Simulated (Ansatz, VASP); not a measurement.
Two plane-wave programs on CdTe

```xyz
2
Lattice="0.0000 3.2647 3.2647 3.2647 0.0000 3.2647 3.2647 3.2647 0.0000" Properties=species:S:1:pos:R:3 pbc="T T T"
Cd    0.0000    0.0000    0.0000
Te    1.6324    1.6324    1.6324
```

Alike in both runs: task single point; functional PBE; k mesh 10 × 10 × 10; occupations gaussian, width 0.05 eV; non-collinear spin, spin-orbit coupling.

|  | VASP | Ansatz |
| --- | --- | --- |
| version | VASP 6.6.1 | Ansatz 0.2.0 |
| potentials or method | VASP PAW PBE potentials, release 64 (Cd, Te), cutoff 520 eV | plane waves, PAW |
| valence electrons in the cell | 18 | 36 |

Ansatz gave:

```
pressure (GPa)           : 1.6
net moment per atom (μB) : 0.00
```

Problem. What did VASP give for the same quantities?

Solution. Pressure (GPa): 1.7; net moment per atom (μB): 0.00.

With one functional, cell and mesh, what is left measures potentials, basis and numerics. VASP's potentials hold 18 valence electrons a cell and Ansatz's 36, so a difference there can come from the potentials and not from the codes.
